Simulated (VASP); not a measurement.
# Tl (P-1) in VASP: single point with LDA

Aim: the single point of Tl with LDA.

Program: VASP 6.6.1. These are calculated values, not measurements. Logs are shortened: lines on timing, memory, paths and dates and some standing lists are left out, and cuts for length are marked.

### Step 1. The cell of the first run

The typed cell holds 2 atoms: a = 3.456 Å, b = 3.486 Å, c = 5.526 Å, α = 90.41°, β = 91.14°, γ = 120.85°.

### Step 2. Single point, LDA (equal xy, yz and zx shear strains of -2 %)

The input, INCAR:

```
SYSTEM = Tl
PREC     = Accurate       ! precision mode
ENCUT    = 520            ! plane-wave cutoff, eV
EDIFF    = 1E-6           ! SCF threshold, eV
ISMEAR   = -1             ! smearing method
SIGMA    = 0.05           ! smearing width, eV
LREAL    = .False.        ! projectors in reciprocal space
LASPH    = .True.         ! aspherical terms in the spheres
NELM     = 80             ! most SCF steps
ALGO     = Normal         ! electronic algorithm
ISIF     = 2              ! what is computed and relaxed
LWAVE    = .False.        ! write WAVECAR
LCHARG   = .False.        ! write CHGCAR
NBANDS   = 20             ! bands
```

The input, KPOINTS:

```
regular mesh
0
Gamma
  11 11 6
  0 0 0
```

The input, POSCAR:

```
Tl
1.0
    3.4559983565     -0.0345599836     -0.0345599836
   -1.7579290020      3.0102623640     -0.0126498319
   -0.0552500000     -0.0552500000      5.5250000000
Tl
2
Direct
    0.3333333333      0.6666666667      0.2500000000
    0.6666666667      0.3333333333      0.7500000000
```

Potentials or basis: VASP PAW LDA potentials, release 64 (Tl_d).

The run is started by

```console
$ cat potpaw_LDA.64/Tl_d/POTCAR > POTCAR
$ mpirun -np 1 vasp_std > vasp.out
```

OUTCAR:

```text
SYSTEM = Tl
   PREC = Accurate
   ENCUT = 520
   EDIFF = 1E-6
   ISMEAR = -1
   LREAL = .False.
   LASPH = .True.
   NELM = 80
   ISIF = 2

 ion  position               nearest neighbor table
   1  0.333  0.667  0.250-   2 3.35   2 3.38   2 3.41   2 3.43   2 3.44   2 3.44
   2  0.667  0.333  0.750-   1 3.35   1 3.38   1 3.41   1 3.43   1 3.44   1 3.44

  LATTYP: Found a triclinic cell.
 ALAT       =     3.4264373562
 B/A-ratio  =     1.0087281861
 C/A-ratio  =     1.6126232287
 COS(alpha) =     0.0198960208
 COS(beta)  =     0.0274156886
 COS(gamma) =     0.4869832429

  Lattice vectors:

 A1 = (   1.6980693545,   2.9757023804,  -0.0472098155)
 A2 = (   3.4559983565,  -0.0345599836,  -0.0345599836)
 A3 = (   0.0552500000,   0.0552500000,  -5.5250000000)

Analysis of symmetry for initial positions (statically):
=====================================================================
 Subroutine PRICEL returns:
 Original cell was already a primitive cell.

 Routine SETGRP: Setting up the symmetry group for a
 triclinic supercell.

 Subroutine GETGRP returns: Found  2 space group operations
 (whereof  2 operations were pure point group operations)
 out of a pool of  2 trial point group operations.

The static configuration has the point symmetry S_2 .

Analysis of symmetry for dynamics (positions and initial velocities):
=====================================================================
 Subroutine PRICEL returns:
 Original cell was already a primitive cell.

 Routine SETGRP: Setting up the symmetry group for a
 triclinic supercell.

 Subroutine GETGRP returns: Found  2 space group operations
 (whereof  2 operations were pure point group operations)
 out of a pool of  2 trial point group operations.

The dynamic configuration has the point symmetry S_2 .

 Subroutine INISYM returns: Found  2 space group operations
 (whereof  2 operations are pure point group operations),
 and found     1 'primitive' translations

----------------------------------------------------------------------------------------

                                     Primitive cell

  volume of cell :      57.1319

  direct lattice vectors                    reciprocal lattice vectors
     3.455998356 -0.034559984 -0.034559984     0.291098246  0.170014543  0.004611128
    -1.757929002  3.010262364 -0.012649832     0.003375580  0.334182410  0.003375580
    -0.055250000 -0.055250000  5.525000000     0.001828607  0.001828607  0.181032047

  length of vectors
     3.456343939  3.485993961  5.525552472     0.337141508  0.334216505  0.181050517

  position of ions in fractional coordinates (direct lattice)
     0.333333333  0.666666667  0.250000000
     0.666666667  0.333333333  0.750000000

  ion indices of the primitive-cell ions
   primitive index   ion index
                 1           1
                 2           2

----------------------------------------------------------------------------------------

 KPOINTS: regular mesh

Automatic generation of k-mesh.
 Grid dimensions read from file:
 generate k-points for:   11   11    6

 Generating k-lattice:

  Cartesian coordinates                     Fractional coordinates (reciprocal lattice)
     0.026463477  0.015455868  0.000419193     0.090909091  0.000000000 -0.000000000
     0.000306871  0.030380219  0.000306871    -0.000000000  0.090909091  0.000000000
     0.000304768  0.000304768  0.030172008     0.000000000 -0.000000000  0.166666667

  Length of vectors
     0.030649228  0.030383319  0.030175086

  Shift w.r.t. Gamma in fractional coordinates (k-lattice)
     0.000000000  0.000000000  0.000000000

 Subroutine IBZKPT returns following result:
 ===========================================

 Found    364 irreducible k-points:

 Following reciprocal coordinates:
            Coordinates               Weight
  0.000000  0.000000  0.000000      1.000000
  0.090909  0.000000  0.000000      2.000000
  0.181818 -0.000000  0.000000      2.000000
  0.272727 -0.000000 -0.000000      2.000000
  0.363636 -0.000000  0.000000      2.000000
  0.454545  0.000000 -0.000000      2.000000
[... 16 lines left out ...]
  0.454545  0.181818 -0.000000      2.000000
 -0.454545  0.181818 -0.000000      2.000000
 [... further k-points ...]
   k-points           NKPTS =    364   k-points in BZ     NKDIM =    364   number of bands    NBANDS=     20
   number of dos      NEDOS =    301   number of ions     NIONS =      2
   total plane-waves  NPLWV =  32928
   dimension x,y,z NGX =    28 NGY =   28 NGZ =   42
   dimension x,y,z NGXF=    56 NGYF=   56 NGZF=   84
   ions per type =               2
   NGX,Y,Z   is equivalent  to a cutoff of  13.47, 13.35, 12.64 a.u.
   NGXF,Y,Z  is equivalent  to a cutoff of  26.94, 26.71, 25.27 a.u.
 SYSTEM =  Tl
   PREC   = accura    normal or accurate (medium, high low for compatibility)
   ISTART =      0    job   : 0-new  1-cont  2-samecut
   ICHARG =      2    charge: 1-file 2-atom 10-const
   ISPIN  =      1    spin polarized calculation?
   LNONCOLLINEAR =      F non collinear calculations
   LSORBIT =      F    spin-orbit coupling
   LASPH  =      T    aspherical Exc in radial PAW
   ENCUT  =  520.0 eV  38.22 Ry    6.18 a.u.   6.43  6.48 10.27*2*pi/ulx,y,z
   NELM   =     80;   NELMIN=  2; NELMDL= -5     # of ELM steps
   EDIFF  = 0.1E-05   stopping-criterion for ELM
   LREAL  =      F    real-space projection
   EDIFFG = 0.1E-04   stopping-criterion for IOM
   NSW    =      0    number of steps for IOM
   IBRION =     -1    ionic relax: 0-MD 1-quasi-New 2-CG
   NFREE  =      0    steps in history (QN), initial steepest desc. (CG)
   ISIF   =      2    stress and relaxation
   ISYM   =      2    0-nonsym 1-usesym 2-fastsym
   POTIM  = 0.5000    time-step for ionic-motion
   TEBEG  =    0.0;   TEEND  =   0.0 temperature during run
   PSTRESS=    0.0 pullay stress
   NELECT =      26.0000    total number of electrons
   NUPDOWN=      -1.0000    fix difference up-down
   EMIN   =  10.00;   EMAX   =-10.00  energy-range for DOS
   EFERMI =   0.00;   METHOD = LEGACY
   ISMEAR =    -1;   SIGMA  =   0.05  broadening in eV -4-tet -1-fermi 0-gaus
   EFERMI_NEDOS =   21; number of points for ismear=-14 and -15
   IALGO  =     38    algorithm
   IMIX   =      4    mixing-type and parameters
     AMIX     =   0.40;   BMIX     =  1.00
     AMIX_MAG =   1.60;   BMIX_MAG =  1.00
  volume/ion in A,a.u.               =      28.57       192.77
  Fermi-wavevector in a.u.,A,eV,Ry     =   1.259234  2.379607 21.574345  1.585670
  Thomas-Fermi vector in A             =   2.392804
   LORBIT       =      0    0 simple, 1 ext, 2 COOP (PROOUT), +10 PAW based schemes
   GGA     = CA    functional components
   LHFCALC =     F    Hartree Fock is set to
   AEXX    =    0.0000 exact exchange contribution
   IVDW    =     0    specifies the selected vdW correction
   LEPSILON=     F    determine dielectric tensor
   LRPA    =     F    only Hartree local field effects (RPA)
 non-spin polarized calculation
  energy-cutoff  :      520.00
  volume of cell :       57.13
 maximum number of plane-waves:      1561
 NGX is ok and might be reduce to    28
   NGX = 13   NGY = 13   NGZ = 21

 number of electron      26.0000001 magnetization

 Free energy of the ion-electron system (eV)
  ---------------------------------------------------
  ext. energy  EPLUGINS =         0.00000000
  ---------------------------------------------------
  free energy    TOTEN  =        -5.86581981 eV

  energy without entropy =       -5.85809715  energy(sigma->0) =       -5.86195848

 E-fermi :   6.2522     XC(G=0): -10.5094

 val. band max:        6.2490800235   @ k =   0.0909   0.3636   0.3333
 cond. band min:       6.2553933518   @ k =  -0.0909  -0.4545   0.1667
 fundamental gap:      0.0063133283
 Fermi energy:         6.2522434316

 k-point     1 :       0.0000    0.0000    0.0000
  band No.  band energies     occupation
      1      -5.4658      2.00000
      2      -5.2382      2.00000
      3      -5.2371      2.00000
      4      -5.1838      2.00000
      5      -5.1804      2.00000
      6      -5.1333      2.00000
[... 12 lines left out ...]
     19      17.1695      0.00000
     20      17.2480      0.00000

 k-point     2 :       0.0909    0.0000    0.0000
  band No.  band energies     occupation
      1      -5.4347      2.00000
      2      -5.2585      2.00000
      3      -5.1985      2.00000
      4      -5.1623      2.00000
      5      -5.1504      2.00000
      6      -5.1319      2.00000
[... 12 lines left out ...]
     19      17.3316      0.00000
     20      17.8571      0.00000

 k-point     3 :       0.1818   -0.0000    0.0000
  band No.  band energies     occupation
      1      -5.4059      2.00000
      2      -5.2682      2.00000
      3      -5.1762      2.00000
      4      -5.1613      2.00000
      5      -5.1517      2.00000
      6      -5.0946      2.00000
[... 12 lines left out ...]
     19      16.3226      0.00000
     20      17.9538      0.00000

 k-point     4 :       0.2727   -0.0000   -0.0000
  band No.  band energies     occupation
      1      -5.4624      2.00000
      2      -5.2771      2.00000
      3      -5.2630      2.00000
      4      -5.2069      2.00000
      5      -5.1227      2.00000
      6      -4.9744      2.00000
[... 12 lines left out ...]
     19      15.4774      0.00000
     20      16.9797      0.00000

 k-point     5 :       0.3636   -0.0000    0.0000
  band No.  band energies     occupation
      1      -5.5301      2.00000
      2      -5.3697      2.00000
      3      -5.3130      2.00000
      4      -5.2499      2.00000
      5      -5.0581      2.00000
      6      -4.9967      2.00000
[... 12 lines left out ...]
     19      14.7051      0.00000
     20      16.3218      0.00000

 k-point     6 :       0.4545    0.0000   -0.0000
  band No.  band energies     occupation
      1      -5.5711      2.00000
      2      -5.4288      2.00000
      3      -5.3456      2.00000
      4      -5.2743      2.00000
      5      -5.0414      2.00000
      6      -5.0026      2.00000
[... 12 lines left out ...]
     19      14.3718      0.00000
     20      15.9902      0.00000

 k-point     7 :      -0.0000    0.0909   -0.0000
  band No.  band energies     occupation
      1      -5.4377      2.00000
      2      -5.2697      2.00000
      3      -5.1920      2.00000
      4      -5.1697      2.00000
      5      -5.1567      2.00000
      6      -5.1140      2.00000
[... 12 lines left out ...]
     19      17.2357      0.00000
     20      17.9406      0.00000
[... 277 lines left out ...]
 k-point    20 :       0.1818    0.1818   -0.0000
  band No.  band energies     occupation
      1      -5.3509      2.00000
      2      -5.3460      2.00000
      3      -5.3210      2.00000
      4      -5.2236      2.00000
      5      -5.0880      2.00000
      6      -4.9994      2.00000
[... 12 lines left out ...]
     19      15.3319      0.00000
     20      17.7752      0.00000

 k-point    21 :       0.2727    0.1818   -0.0000
  band No.  band energies     occupation
      1      -5.4152      2.00000
      2      -5.3936      2.00000
      3      -5.2880      2.00000
      4      -5.2377      2.00000
      5      -5.0521      2.00000
      6      -5.0131      2.00000
[... 12 lines left out ...]
     19      14.4009      0.00000
     20      17.7043      0.00000

 k-point    22 :       0.3636    0.1818   -0.0000
  band No.  band energies     occupation
      1      -5.4640      2.00000
      2      -5.4271      2.00000
      3      -5.2560      2.00000
      4      -5.2362      2.00000
      5      -5.0617      2.00000
      6      -5.0041      2.00000
[... 12 lines left out ...]
     19      13.9974      0.00000
     20      17.5443      0.00000

 k-point    23 :       0.4545    0.1818   -0.0000
  band No.  band energies     occupation
      1      -5.4630      2.00000
      2      -5.4255      2.00000
      3      -5.2535      2.00000
      4      -5.2317      2.00000
      5      -5.0634      2.00000
      6      -5.0031      2.00000
[... 12 lines left out ...]
     19      13.9822      0.00000
     20      17.5726      0.00000

 k-point    24 :      -0.4545    0.1818   -0.0000
  band No.  band energies     occupation
      1      -5.4135      2.00000
      2      -5.3889      2.00000
      3      -5.2851      2.00000
      4      -5.2287      2.00000
      5      -5.0513      2.00000
      6      -5.0180      2.00000
[... 12 lines left out ...]
     19      14.3669      0.00000
     20      17.7899      0.00000

 [... further k-points ...]

------------------------ aborting loop because EDIFF is reached ----------------------------------------

  FORCE on cell =-STRESS in cart. coord.  units (eV):
  Direction    XX          YY          ZZ          XY          YZ          ZX
  --------------------------------------------------------------------------------------
  -------------------------------------------------------------------------------------
  Total       -0.5909464     -0.5907902     -0.6406143     -0.0014147      0.0039281     -0.0050115
  in kB      -16.5721899    -16.5678099    -17.9650486     -0.0396741      0.1101570     -0.1405405
  external PRESSURE =     -17.0350161 kB  Pullay stress =       0.0000000 kB

 VOLUME and BASIS-vectors are now :
 -----------------------------------------------------------------------------
  energy-cutoff  :      520.00
  volume of cell :       57.13
      direct lattice vectors                 reciprocal lattice vectors
     3.455998356 -0.034559984 -0.034559984     0.291098246  0.170014543  0.004611128
    -1.757929002  3.010262364 -0.012649832     0.003375580  0.334182410  0.003375580
    -0.055250000 -0.055250000  5.525000000     0.001828607  0.001828607  0.181032047

 POSITION                                       TOTAL-FORCE (eV/Angst)
 -----------------------------------------------------------------------------------
     -0.03377      1.98151      1.36130         0.020641     -0.001746      0.002499
      1.67659      0.93894      4.11649        -0.020641      0.001746     -0.002499
 -----------------------------------------------------------------------------------
    total drift:                                0.000000     -0.000000     -0.000000

  FREE ENERGIE OF THE ION-ELECTRON SYSTEM (eV)
  ---------------------------------------------------
  free  energy   TOTEN  =        -5.8658198144 eV

  energy  without entropy=       -5.8580971452  energy(sigma->0) =       -5.86195848
```

Wall time 6.5 min (1 thread of Intel Xeon 8259CL, shared host); peak memory 0.41 GiB.

Results:

```yaml
Free_energy: -5.8658 eV
Pressure: -1.7 GPa
Largest_force: 0.021 eV/Å
Band_gap_on_the_k_mesh: zero (bands 13 and 14 overlap by 5.60 eV)
```

Forces in eV/Å, atoms in the order of the input:
```
Tl   0.021 -0.002  0.002
Tl  -0.021  0.002 -0.002
```

Caveat: the cell differs from its parent crystal (equal xy, yz and zx shear strains of -2 %); spin-orbit coupling is left out, which moves the levels of the heavy elements.
